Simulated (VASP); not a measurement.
A run of VASP 6.6.1:

The input INCAR:

```
PREC     = Accurate       # precision mode
ENCUT    = 520            # plane-wave cutoff, eV
EDIFF    = 1E-6           # SCF threshold, eV
ISMEAR   = 1              # smearing method
SIGMA    = 0.3            # smearing width, eV
LREAL    = F              # projectors in reciprocal space
LASPH    = T              # aspherical terms in the spheres
NELM     = 60             # most SCF steps
ALGO     = Normal         # electronic algorithm
ISIF     = 2              # what is computed and relaxed
LWAVE    = F              # write WAVECAR
LCHARG   = F              # write CHGCAR
GGA      = PS             # functional
NBANDS   = 18             # bands
```

KPOINTS

```
Automatic mesh
0
Gamma
  11 11 6
```

File POSCAR:

```
Ta
1.0
    2.9003700000      0.0000000000      0.0000000000
   -1.4501900000      2.5118000000      0.0000000000
    0.0000000000      0.0000000000      5.1662700000
Ta
2
Direct
    0.6666666667      0.3333333333      0.7500000000
    0.3333333333      0.6666666667      0.2500000000
```

Potentials or basis: VASP PAW PBE potentials, release 64 (Ta_pv).

Run with:

```bash
$ cat potpaw_PBE.64/Ta_pv/POTCAR > POTCAR
$ mpirun -np 1 vasp_std > vasp.out
```

Hardware: 1 thread of Intel Xeon 8259CL, with other jobs on the host.

Problem. Estimate the wall time of this run.

Solution. Wall time 49 s on 1 thread of Intel Xeon 8259CL (shared host), peak memory 0.18 GiB. Counts: scf iterations 12, k points 64.
